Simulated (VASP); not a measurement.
A run of VASP 6.6.1 is set up as follows.

File INCAR:

```
ALGO = Normal
EDIFF = 1E-7
ENCUT = 520
GGA = PS
ISIF = 2
ISMEAR = -1
LASPH = T
LCHARG = F
LREAL = F
LWAVE = F
NBANDS = 16
NELM = 100
PREC = Accurate
SIGMA = 0.05
```

The input KPOINTS:

```
k-points
0
Gamma
  6 6 6
```

File POSCAR:

```
Al2Au
1.0
    0.0000000000      3.0000000000      3.0000000000
    3.0000000000      0.0000000000      3.0000000000
    3.0000000000      3.0000000000      0.0000000000
Au Al
1 2
Direct
   -0.0093480000     -0.0091520000      0.0113400000
    0.7310250000      0.7567500000      0.7631390000
    0.2417210000      0.2516200000      0.2599490000
```

Potentials or basis: VASP PAW PBE potentials, release 64 (Au, Al).

Run with:

```bash
$ cat potpaw_PBE.64/Au/POTCAR potpaw_PBE.64/Al/POTCAR > POTCAR
$ mpirun -np 1 vasp_std > vasp.out
```

What does it give for the largest force?

0.395 eV/Å.

Predict the pressure.

0.2 GPa.

Forces on the atoms (eV/Å):
```
Au   0.324 -0.100  0.203
Al  -0.234  0.104 -0.041
Al  -0.090 -0.004 -0.161
```

Caveat: the PAW data sets were made with another functional, which shifts forces and pressure a little.
